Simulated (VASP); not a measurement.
A run of VASP 6.6.1 is set up as follows.

File INCAR:

```
SYSTEM = MgO
PREC = Accurate
ENCUT = 520
EDIFF = 1E-6
ISMEAR = 0
SIGMA = 0.05
LREAL = .FALSE.
LASPH = .TRUE.
NELM = 100
ALGO = Normal
ISIF = 2
LWAVE = .FALSE.
LCHARG = .TRUE.
GGA = PS
LELF = .TRUE.
LVHAR = .TRUE.
NBANDS = 26
```

The input KPOINTS:

```
regular mesh
0
G
  9 9 4
  0 0 0
```

Contents of POSCAR:

```
MgO
1.0
    3.2553371795      0.0000000000      0.0000000000
   -1.6276685897      2.8192046953      0.0000000000
    0.0000000000      0.0000000000     10.4149514991
Mg O
4 4
Direct
    0.3333333333      0.6666666667      0.9695963559
    0.0000000000      0.0000000000      0.2209473890
    0.0000000000      0.0000000000      0.7209473890
    0.6666666667      0.3333333333      0.4695963559
    0.3333333333      0.6666666667      0.7799156657
   -0.1597376773      0.0000000000      0.5170567142
    0.0000000000      0.0000000000      0.0295387694
    0.6666666667      0.3333333333      0.2799156657
```

Potentials or basis: VASP PAW PBE potentials, release 64 (Mg, O).

Command:

```console
$ cat potpaw_PBE.64/Mg/POTCAR potpaw_PBE.64/O/POTCAR > POTCAR
$ mpirun -np 1 vasp_std > vasp.out
```

**Question.** Predict the pressure.

**Answer.** 8.3 GPa.

**Question.** What does it give for the largest force?

**Answer.** 13.592 eV/Å.

**Question.** Estimate the band gap on the k mesh.

**Answer.** 3.12 eV, direct.

Forces in eV/Å, atoms in the order of the input:
```
Mg  -0.003 -0.003  0.253
Mg  -0.052  0.000  0.229
Mg  -0.371 -0.003 -0.562
Mg  -9.462  7.436 -4.390
O   -0.076 -0.062 -0.202
O   10.102 -7.439  5.230
O    0.001  0.000 -0.251
O   -0.140  0.070 -0.306
```

Caveat: the cell differs from its parent crystal (atom 6 (O) moved by -0.520 Å along [1 0 0] and -0.130 Å along [0 0 1]); the PAW data sets were made with another functional, which shifts forces and pressure a little. A k mesh can miss the band edges.
